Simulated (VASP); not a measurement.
# AlN (C2/m) in VASP: further runs

AlN is run at these levels: PBE; tasks: single point.

All numbers are computed with VASP 6.6.1; they aren't measurements. Logs are shortened: lines on timing, memory, paths and dates and some standing lists are left out, and cuts for length are marked.

**1. The cell of the first run**

It takes space group C2/m (No. 12, monoclinic). Conventional cell: a = 4.071 Å, b = 4.071 Å, c = 4.071 Å, α = 90.00°, β = 90.00°, γ = 90.00°. Al (site symmetry m) has 6 N at 1.96 to 2.11 Å within 2.6 Å. Within 2.6 Å of N (site symmetry m) lie 6 Al at 1.96 to 2.11 Å.

**2. Single point, PBE (mode 10 frozen in at -0.057 Å and mode 12 at -0.077 Å (largest displacements))**

INCAR reads:

```
SYSTEM = AlN
PREC = Accurate
ENCUT = 600
EDIFF = 1E-6
ISMEAR = 0
SIGMA = 0.05
LREAL = .FALSE.
LASPH = .TRUE.
NELM = 120
ALGO = Normal
ISIF = 2
LWAVE = .FALSE.
LCHARG = .FALSE.
GGA = PE
NBANDS = 16
GGA_COMPAT = .FALSE.
```

KPOINTS reads:

```
regular mesh
0
G
  8 8 6
  0 0 0
```

POSCAR reads:

```
AlN
1.0
    0.0000000000     -2.0353166207     -2.0353166207
    0.0000000000      2.0353166207     -2.0353166207
    4.0706332413      0.0000000000      0.0000000000
Al N
2 2
Direct
    0.5026372327      0.4973627673      0.0000346378
   -0.0026372327      0.0026372327      0.4999653622
    0.5140027354      0.4859972646      0.4810840242
   -0.0140027354      1.0140027354      0.0189159758
```

Potentials or basis: VASP PAW PBE potentials, release 64 (Al, N).

On the command line:

```
$ cat potpaw_PBE.64/Al/POTCAR potpaw_PBE.64/N/POTCAR > POTCAR
$ mpirun -np 1 vasp_std > vasp.out
```

OUTCAR:

```text
SYSTEM = AlN
   PREC = Accurate
   ENCUT = 600
   EDIFF = 1E-6
   ISMEAR = 0
   LREAL = .FALSE.
   LASPH = .TRUE.
   NELM = 120
   ISIF = 2
   GGA = PE

 ion  position               nearest neighbor table
   1  0.503  0.497  0.000-   3 1.96   4 1.97   4 2.04   4 2.04   4 2.10   3 2.11   2 2.86   2 2.86
                             2 2.88   2 2.88   2 2.88   2 2.88   2 2.89   2 2.89
   2  0.997  0.003  0.500-   4 1.96   3 1.97   3 2.04   3 2.04   3 2.10   4 2.11   1 2.86   1 2.86
                             1 2.88   1 2.88   1 2.88   1 2.88   1 2.89   1 2.89
   3  0.514  0.486  0.481-   1 1.96   2 1.97   2 2.04   2 2.04   2 2.10   1 2.11
   4  0.986  0.014  0.019-   2 1.96   1 1.97   1 2.04   1 2.04   1 2.10   2 2.11

  LATTYP: Found a simple tetragonal cell.
 ALAT       =     2.8783723687
 C/A-ratio  =     1.4142135623

  Lattice vectors:

 A1 = (   0.0000000000,  -2.0353166207,  -2.0353166207)
 A2 = (   0.0000000000,   2.0353166207,  -2.0353166207)
 A3 = (   4.0706332413,   0.0000000000,   0.0000000000)

Analysis of symmetry for initial positions (statically):
=====================================================================
 Subroutine PRICEL returns:
 Original cell was already a primitive cell.

 Routine SETGRP: Setting up the symmetry group for a
 simple tetragonal supercell.

 Subroutine GETGRP returns: Found  4 space group operations
 (whereof  2 operations were pure point group operations)
 out of a pool of 16 trial point group operations.

The static configuration has the point symmetry C_1h.
 The point group associated with its full space group is C_2h.

Analysis of symmetry for dynamics (positions and initial velocities):
=====================================================================
 Subroutine PRICEL returns:
 Original cell was already a primitive cell.

 Routine SETGRP: Setting up the symmetry group for a
 simple tetragonal supercell.

 Subroutine GETGRP returns: Found  4 space group operations
 (whereof  2 operations were pure point group operations)
 out of a pool of 16 trial point group operations.

The dynamic configuration has the point symmetry C_1h.
 The point group associated with its full space group is C_2h.

 Subroutine INISYM returns: Found  4 space group operations
 (whereof  2 operations are pure point group operations),
 and found     1 'primitive' translations

----------------------------------------------------------------------------------------

                                     Primitive cell

  volume of cell :      33.7253

  direct lattice vectors                    reciprocal lattice vectors
     0.000000000 -2.035316621 -2.035316621     0.000000000 -0.245662024 -0.245662024
     0.000000000  2.035316621 -2.035316621     0.000000000  0.245662024 -0.245662024
     4.070633241  0.000000000  0.000000000     0.245662024  0.000000000  0.000000000

  length of vectors
     2.878372369  2.878372369  4.070633241     0.347418566  0.347418566  0.245662024

  position of ions in fractional coordinates (direct lattice)
     0.502637233  0.497362767  0.000034638
     0.997362767  0.002637233  0.499965362
     0.514002735  0.485997265  0.481084024
     0.985997265  0.014002735  0.018915976

  ion indices of the primitive-cell ions
   primitive index   ion index
                 1           1
                 2           2
                 3           3
                 4           4

----------------------------------------------------------------------------------------

 KPOINTS: regular mesh

Automatic generation of k-mesh.
 Grid dimensions read from file:
 generate k-points for:    8    8    6

 Generating k-lattice:

  Cartesian coordinates                     Fractional coordinates (reciprocal lattice)
     0.000000000 -0.030707753 -0.030707753     0.125000000  0.000000000  0.000000000
     0.000000000  0.030707753 -0.030707753     0.000000000  0.125000000  0.000000000
     0.040943671  0.000000000  0.000000000     0.000000000  0.000000000  0.166666667

  Length of vectors
     0.043427321  0.043427321  0.040943671

  Shift w.r.t. Gamma in fractional coordinates (k-lattice)
     0.000000000  0.000000000  0.000000000

 Subroutine IBZKPT returns following result:
 ===========================================

 Found    114 irreducible k-points:

 Following reciprocal coordinates:
            Coordinates               Weight
  0.000000  0.000000  0.000000      1.000000
  0.125000  0.000000  0.000000      4.000000
  0.250000  0.000000  0.000000      4.000000
  0.375000  0.000000  0.000000      4.000000
  0.500000  0.000000  0.000000      2.000000
  0.125000  0.125000  0.000000      2.000000
[... 16 lines left out ...]
  0.125000  0.000000  0.166667      4.000000
  0.000000  0.125000  0.166667      4.000000
 [... further k-points ...]
   k-points           NKPTS =    114   k-points in BZ     NKDIM =    114   number of bands    NBANDS=     16
   number of dos      NEDOS =    301   number of ions     NIONS =      4
   total plane-waves  NPLWV =  20736
   dimension x,y,z NGX =    24 NGY =   24 NGZ =   36
   dimension x,y,z NGXF=    48 NGYF=   48 NGZF=   72
   ions per type =               2   2
   NGX,Y,Z   is equivalent  to a cutoff of  13.86, 13.86, 14.70 a.u.
   NGXF,Y,Z  is equivalent  to a cutoff of  27.72, 27.72, 29.41 a.u.
 SYSTEM =  AlN
   PREC   = accura    normal or accurate (medium, high low for compatibility)
   ISTART =      0    job   : 0-new  1-cont  2-samecut
   ICHARG =      2    charge: 1-file 2-atom 10-const
   ISPIN  =      1    spin polarized calculation?
   LNONCOLLINEAR =      F non collinear calculations
   LSORBIT =      F    spin-orbit coupling
   LASPH  =      T    aspherical Exc in radial PAW
   ENCUT  =  600.0 eV  44.10 Ry    6.64 a.u.   5.75  5.75  8.13*2*pi/ulx,y,z
   NELM   =    120;   NELMIN=  2; NELMDL= -5     # of ELM steps
   EDIFF  = 0.1E-05   stopping-criterion for ELM
   LREAL  =      F    real-space projection
   EDIFFG = 0.1E-04   stopping-criterion for IOM
   NSW    =      0    number of steps for IOM
   IBRION =     -1    ionic relax: 0-MD 1-quasi-New 2-CG
   NFREE  =      0    steps in history (QN), initial steepest desc. (CG)
   ISIF   =      2    stress and relaxation
   ISYM   =      2    0-nonsym 1-usesym 2-fastsym
   POTIM  = 0.5000    time-step for ionic-motion
   TEBEG  =    0.0;   TEEND  =   0.0 temperature during run
   PSTRESS=    0.0 pullay stress
   NELECT =      16.0000    total number of electrons
   NUPDOWN=      -1.0000    fix difference up-down
   EMIN   =  10.00;   EMAX   =-10.00  energy-range for DOS
   EFERMI =   0.00;   METHOD = LEGACY
   ISMEAR =     0;   SIGMA  =   0.05  broadening in eV -4-tet -1-fermi 0-gaus
   EFERMI_NEDOS =   21; number of points for ismear=-14 and -15
   IALGO  =     38    algorithm
   IMIX   =      4    mixing-type and parameters
     AMIX     =   0.40;   BMIX     =  1.00
     AMIX_MAG =   1.60;   BMIX_MAG =  1.00
  volume/ion in A,a.u.               =       8.43        56.90
  Fermi-wavevector in a.u.,A,eV,Ry     =   1.276820  2.412839 22.181144  1.630268
  Thomas-Fermi vector in A             =   2.409454
   LORBIT       =      0    0 simple, 1 ext, 2 COOP (PROOUT), +10 PAW based schemes
   GGA     = PE    functional components
   LHFCALC =     F    Hartree Fock is set to
   AEXX    =    0.0000 exact exchange contribution
   IVDW    =     0    specifies the selected vdW correction
   LEPSILON=     F    determine dielectric tensor
   LRPA    =     F    only Hartree local field effects (RPA)
 non-spin polarized calculation
 Gauss-broadening in eV      SIGMA  =   0.05
  energy-cutoff  :      600.00
  volume of cell :       33.73
 maximum number of plane-waves:      1176
   NGX = 11   NGY = 11   NGZ = 17

 number of electron      16.0000002 magnetization

 Free energy of the ion-electron system (eV)
  ---------------------------------------------------
  ext. energy  EPLUGINS =         0.00000000
  ---------------------------------------------------
  free energy    TOTEN  =       -28.89003614 eV

  energy without entropy =      -28.89003614  energy(sigma->0) =      -28.89003614

 E-fermi :  10.0334     XC(G=0): -12.1883

 val. band max:        9.7620925137   @ k =   0.0000   0.0000   0.0000
 cond. band min:      14.0513256333   @ k =   0.5000   0.5000   0.0000
 fundamental gap:      4.2892331196
 Fermi energy:        10.0333845923

 k-point     1 :       0.0000    0.0000    0.0000
  band No.  band energies     occupation
      1      -7.6924      2.00000
      2      -3.5021      2.00000
      3       2.4478      2.00000
      4       6.9257      2.00000
      5       6.9530      2.00000
      6       9.5330      2.00000
[... 8 lines left out ...]
     15      23.4465      0.00000
     16      26.4717      0.00000

 k-point     2 :       0.1250    0.0000    0.0000
  band No.  band energies     occupation
      1      -7.4832      2.00000
      2      -3.4684      2.00000
      3       2.6617      2.00000
      4       5.9174      2.00000
      5       7.0687      2.00000
      6       8.7634      2.00000
[... 8 lines left out ...]
     15      23.2302      0.00000
     16      24.9322      0.00000

 k-point     3 :       0.2500    0.0000    0.0000
  band No.  band energies     occupation
      1      -6.8751      2.00000
      2      -3.4914      2.00000
      3       3.2928      2.00000
      4       4.2977      2.00000
      5       6.9241      2.00000
      6       7.4435      2.00000
[... 8 lines left out ...]
     15      23.0687      0.00000
     16      23.3308      0.00000

 k-point     4 :       0.3750    0.0000    0.0000
  band No.  band energies     occupation
      1      -5.9426      2.00000
      2      -3.8945      2.00000
      3       3.4529      2.00000
      4       4.2974      2.00000
      5       5.1677      2.00000
      6       7.1522      2.00000
[... 8 lines left out ...]
     15      22.2454      0.00000
     16      22.9734      0.00000

 k-point     5 :       0.5000    0.0000    0.0000
  band No.  band energies     occupation
      1      -5.0039      2.00000
      2      -4.6551      2.00000
      3       3.6059      2.00000
      4       4.0863      2.00000
      5       5.4282      2.00000
      6       5.8889      2.00000
[... 8 lines left out ...]
     15      21.9332      0.00000
     16      22.5659      0.00000

 k-point     6 :       0.1250    0.1250    0.0000
  band No.  band energies     occupation
      1      -7.2768      2.00000
      2      -3.4304      2.00000
      3       2.8735      2.00000
      4       5.8176      2.00000
      5       6.3161      2.00000
      6       8.3691      2.00000
[... 8 lines left out ...]
     15      22.7105      0.00000
     16      23.4318      0.00000
[... 267 lines left out ...]
 k-point    21 :       0.5000    0.5000    0.0000
  band No.  band energies     occupation
      1      -3.5737      2.00000
      2      -3.5299      2.00000
      3       2.4450      2.00000
      4       2.4804      2.00000
      5       6.8902      2.00000
      6       6.9083      2.00000
[... 8 lines left out ...]
     15      26.2381      0.00000
     16      26.4902      0.00000

 k-point    22 :       0.0000    0.0000    0.1667
  band No.  band energies     occupation
      1      -7.5094      2.00000
      2      -3.9735      2.00000
      3       3.0114      2.00000
      4       7.0599      2.00000
      5       7.0858      2.00000
      6       8.9277      2.00000
[... 8 lines left out ...]
     15      22.8489      0.00000
     16      25.2209      0.00000

 k-point    23 :       0.1250    0.0000    0.1667
  band No.  band energies     occupation
      1      -7.3034      2.00000
      2      -3.8959      2.00000
      3       3.0779      2.00000
      4       6.1781      2.00000
      5       7.1955      2.00000
      6       7.9363      2.00000
[... 8 lines left out ...]
     15      22.7233      0.00000
     16      25.2712      0.00000

 k-point    24 :       0.0000    0.1250    0.1667
  band No.  band energies     occupation
      1      -7.3026      2.00000
      2      -3.8994      2.00000
      3       3.0942      2.00000
      4       6.1803      2.00000
      5       7.1968      2.00000
      6       7.9471      2.00000
[... 8 lines left out ...]
     15      22.7023      0.00000
     16      25.0659      0.00000

 [... further k-points ...]
[... 5 lines left out ...]
  --------------------------------------------------------------------------------------
  -------------------------------------------------------------------------------------
  Total        0.5723832      0.5819718      0.0126246      0.1581175      0.0000000      0.0000000
  in kB       27.1920231     27.6475479      0.5997508      7.5116364      0.0000000      0.0000000
  external PRESSURE =      18.4797739 kB  Pullay stress =       0.0000000 kB

 VOLUME and BASIS-vectors are now :
 -----------------------------------------------------------------------------
  energy-cutoff  :      600.00
  volume of cell :       33.73
      direct lattice vectors                 reciprocal lattice vectors
     0.000000000 -2.035316621 -2.035316621     0.000000000 -0.245662024 -0.245662024
     0.000000000  2.035316621 -2.035316621     0.000000000  0.245662024 -0.245662024
     4.070633241  0.000000000  0.000000000     0.245662024  0.000000000  0.000000000

 POSITION                                       TOTAL-FORCE (eV/Angst)
 -----------------------------------------------------------------------------------
      0.00014     -0.01074     -2.03532        -0.039304      0.338851      0.000000
      2.03518     -2.02458     -2.03532         0.039304     -0.338851      0.000000
      1.95832     -0.05700     -2.03532         1.970532      0.903304      0.000000
      0.07700     -1.97832     -2.03532        -1.970532     -0.903304      0.000000
 -----------------------------------------------------------------------------------
    total drift:                                0.000000     -0.000000     -0.000000

  FREE ENERGIE OF THE ION-ELECTRON SYSTEM (eV)
  ---------------------------------------------------
  free  energy   TOTEN  =       -28.8900361425 eV

  energy  without entropy=      -28.8900361425  energy(sigma->0) =      -28.89003614
```

Run time: 26 s. Hardware: 1 thread of Intel Xeon 6975P-C, shared host; peak memory 0.19 GiB.

Results:

| Property | Result |
| --- | --- |
| Free energy | -28.8900 eV |
| Pressure | 1.8 GPa |
| Largest force | 2.168 eV/Å |
| Band gap on the k mesh | 4.29 eV |

Forces in eV/Å, atoms in the order of the input:
```
Al  -0.039  0.339  0.000
Al   0.039 -0.339  0.000
N    1.971  0.903  0.000
N   -1.971 -0.903  0.000
```

Levels at points of the mesh, in eV from the valence-band top:
```tsv
k point	band 6	band 7	band 8	band 9	band 10	band 11
(0.00, 0.00, 0.00)	-0.23	-0.07	0.00	4.53	5.17	5.35
(0.50, 0.00, 0.00)	-3.87	-1.29	-1.02	8.13	8.18	8.74
(0.50, 0.50, 0.00)	-2.85	-2.76	-2.72	4.29	4.37	5.18
(0.00, 0.00, 0.50)	-1.92	-1.38	-1.37	7.17	7.37	7.47
(0.50, 0.00, 0.50)	-1.11	-1.10	-1.04	5.74	5.92	10.41
(0.50, 0.50, 0.50)	-5.35	-3.89	-3.85	7.50	7.58	9.60
```

Caveat: the cell differs from its parent crystal (mode 10 frozen in at -0.057 Å and mode 12 at -0.077 Å (largest displacements)); forces of over 1 eV/Å act on the atoms, so gaps and moduli don't describe the material at rest.

(Part 1 of 2 ends here.)
